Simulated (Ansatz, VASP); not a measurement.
## Sc2As3Se3: VASP beside Ansatz

```
Sc As Se
1.0
     4.00875    2.31445    3.02575
    -4.00875    2.31445    3.02575
     0.00000   -4.62891    3.02575
Sc As Se
2 3 3
Direct
  0.72455 0.72455 0.72455
  0.27545 0.27545 0.27545
  0.19398 0.00000 0.80602
  0.80602 0.19398 0.00000
  0.00000 0.80602 0.19398
  0.27046 0.50000 0.72954
  0.72954 0.27046 0.50000
  0.50000 0.72954 0.27046
```

Change from the starting cell: species swapped into the Cr3Si2Mo3 type (R32, No. 155).

Alike in both runs: functional PBE; k mesh 3 × 3 × 3; occupations gaussian, width 0.2 eV; no spin polarisation.

Ansatz relaxed the structure, and its values are those at the end. VASP's run is a single point on that final structure, the one shown.

|  | VASP | Ansatz |
| --- | --- | --- |
| version | VASP 6.6.1 | Ansatz 0.2.0 |
| potentials or method | VASP PAW PBE potentials, release 64 (Sc_sv, As, Se), cutoff 520 eV | scalar-relativistic, plane waves, PAW |
| valence electrons in the cell | 55 | 115 |

Ansatz gave:

```
gap on the k mesh at the Fermi level (eV) : none
pressure (GPa)                            : -0.2
rms of the force components (eV/Å)        : 0.004
```

Q: Estimate VASP's values.

A: gap on the k mesh at the Fermi level (eV): none; pressure (GPa): 0.0; rms of the force components (eV/Å): 0.012.

A gap of «none» marks a metal or a gap that the smearing closes. With one functional, cell and mesh, what is left measures potentials, basis and numerics. VASP's potentials hold 55 valence electrons a cell and Ansatz's 115, so a difference there can come from the potentials and not from the codes.

The k mesh is coarse, so the values compare programs but aren't converged.
